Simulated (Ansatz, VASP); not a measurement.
## NaCl in VASP and in Ansatz

POSCAR

```
NaCl
1.0
    0.0000000000      2.7940632177      2.7940632177
    2.7940632177      0.0000000000      2.7940632177
    2.7940632177      2.7940632177      0.0000000000
Cl Na
1 1
Direct
    0.5000000000      0.5000000000      0.5000000000
    0.0000000000      0.0000000000      0.0000000000
```

File INCAR.step1:

```
SYSTEM = NaCl
PREC = Accurate ; ENCUT = 520
EDIFF = 1E-5 ; ISMEAR = -1
SIGMA = 0.05 ; LREAL = .False.
LASPH = .True. ; NELM = 100
ALGO = Normal ; ISIF = 2
LWAVE = .True. ; LCHARG = .False.
NBANDS = 14 ; GGA = PE
```

The input INCAR.step2:

```
SYSTEM = NaCl
PREC = Accurate ; ENCUT = 520
EDIFF = 1E-6 ; ISMEAR = -1
SIGMA = 0.05 ; LREAL = .False.
LASPH = .True. ; NELM = 100
ALGO = Normal ; ISIF = 2
LWAVE = .False. ; LCHARG = .False.
METAGGA = R2SCAN ; LHFCALC = .True.
AEXX = 0.25 ; LMIXTAU = .True.
PRECFOCK = Normal ; NBANDS = 14
ISTART = 1
```

File KPOINTS:

```
Automatic mesh
0
Gamma
  5 5 5
  0 0 0
```

The input input.yaml:

```yaml
crystal:
  lattice:
    - [0.0, 2.7940632177, 2.7940632177]
    - [2.7940632177, 0.0, 2.7940632177]
    - [2.7940632177, 2.7940632177, 0.0]
  atoms:
    - { symbol: Cl, position: [0.5, 0.5, 0.5] }
    - { symbol: Na, position: [0.0, 0.0, 0.0] }
hamiltonian:
  xc: r2scan0
  pseudopotentials: { kind: paw }
kpoints:
  mp_grid: { grid: [5, 5, 5] }
scf:
  occupations: { method: fermi_dirac, width: 0.05 }
  n_extra_bands: 6
output:
  forces: true
  stress: true
  eigenvalues: true
  dos: { projected: true, de: 0.05 }
```

Alike in both runs: functional r2SCAN0; k mesh 5 × 5 × 5; occupations fermi-dirac, width 0.05 eV; no spin polarisation.

```csv
,VASP,Ansatz
version,VASP 6.6.1,Ansatz 0.2.0
potentials or method,"VASP PAW PBE potentials, release 64 (Cl, Na_pv)",Ansatz PAW
plane-wave cutoff (eV),520,500
valence electrons in the cell,14,16
task,single point,projected density of states
```

```csv
,VASP,Ansatz,Ansatz less VASP
gap on the k mesh at the Fermi level (eV),7.80,7.78,-0.021
least direct gap on the mesh (eV),7.80,7.78,-0.021
pressure (GPa),0.0,0.1,+0.10
```

VASP's potentials were made for PBE, not for r2SCAN0. VASP's potentials hold 14 valence electrons a cell and Ansatz's 16, so a difference there can come from the potentials and not from the codes.

Noted on Ansatz's run: odd divisions of the mesh miss points on the zone boundary, where band edges often lie, so the gap on the mesh can be too wide.
